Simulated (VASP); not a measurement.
Here is a VASP 6.6.1 calculation.

The input INCAR:

```
SYSTEM = CuI
  ALGO = Normal
  EDIFF = 1E-6
  ENCUT = 520
  GGA = PE
  ISIF = 2
  ISMEAR = -1
  LASPH = .TRUE.
  LCHARG = .FALSE.
  LREAL = .FALSE.
  LWAVE = .FALSE.
  NBANDS = 26
  NELM = 100
  PREC = Accurate
  SIGMA = 0.02
```

Contents of KPOINTS:

```
k-points
0
G
  6 6 4
  0 0 0
```

The input POSCAR:

```
CuI
1.0
    4.0551101069      0.0000000000      0.0000000000
    0.0000000000      4.0551101069      0.0000000000
    0.0000000000      0.0000000000      6.3456837528
Cu I
2 2
Direct
    0.5000000000      0.5000000000      0.0000000000
    0.0000000000      0.0000000000      0.0000000000
    0.5000000000      0.0000000000      0.2667094172
    0.0000000000      0.5000000000      0.7332905828
```

Potentials or basis: VASP PAW PBE potentials, release 64 (Cu, I).

Run with:

```bash
$ cat potpaw_PBE.64/Cu/POTCAR potpaw_PBE.64/I/POTCAR > POTCAR
$ mpirun -np 1 vasp_std > vasp.out
```

(1) Estimate the pressure.

(2) What does it give for the largest force?

(3) What does it give for the band gap on the k mesh?

## Answers

(1) 2.3 GPa.

(2) 0.157 eV/Å.

(3) 1.59 eV.

Caveat: spin-orbit coupling is left out, which moves the levels of the heavy elements; this functional lacks dispersion, which binds layers or chains, so the pressure and a relaxed spacing across them are unreliable.
